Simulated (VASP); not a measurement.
Here is a VASP 6.6.1 calculation.

POSCAR

```
NaF
1.0
    0.0000000000      2.5236000000      2.5236000000
    2.5236000000      0.0000000000      2.5236000000
    2.5236000000      2.5236000000      0.0000000000
Na F
1 1
Direct
    0.0000000000      0.0000000000      0.0000000000
    0.2500000000      0.2500000000      0.2500000000
```

The input INCAR.step1:

```
SYSTEM = NaF
PREC = Accurate
ENCUT = 660
ISMEAR = 0
SIGMA = 0.02
LREAL = .False.
LASPH = .True.
NELM = 120
NBANDS = 14
GGA = PE
ALGO = Normal
EDIFF = 1E-5
LWAVE = .True.
LCHARG = .False.
GGA_COMPAT = .False.
```

The input INCAR.step2:

```
SYSTEM = NaF
PREC = Accurate
ENCUT = 660
EDIFF = 1E-6
ISMEAR = 0
SIGMA = 0.02
LREAL = .False.
LASPH = .True.
NELM = 120
ALGO = Normal
ISIF = 2
LWAVE = .False.
LCHARG = .True.
METAGGA = R2SCAN
LMIXTAU = .True.
IVDW = 12
VDW_S6 = 1.0
VDW_S8 = 0.78981345
VDW_A1 = 0.49484001
VDW_A2 = 5.73083694
LELF = .True.
LVHAR = .True.
NBANDS = 14
ISTART = 1
GGA_COMPAT = .False.
```

Contents of KPOINTS:

```
Automatic mesh
0
Gamma
  8 8 8
  0 0 0
```

Potentials or basis: VASP PAW PBE potentials, release 64 (Na_pv, F).

Run with:

```console
$ cat potpaw_PBE.64/Na_pv/POTCAR potpaw_PBE.64/F/POTCAR > POTCAR
$ cp INCAR.step1 INCAR
$ mpirun -np 1 vasp_std > vasp.out
$ cp INCAR.step2 INCAR
$ mpirun -np 1 vasp_std > vasp.out
```

**Question.** What does it give for the pressure?

**Answer.** -0.8 GPa.

**Question.** Predict the band gap on the k mesh.

**Answer.** 6.31 eV.

Caveat: the PAW data sets were made with another functional, which shifts forces and pressure a little. A k mesh can miss the band edges.
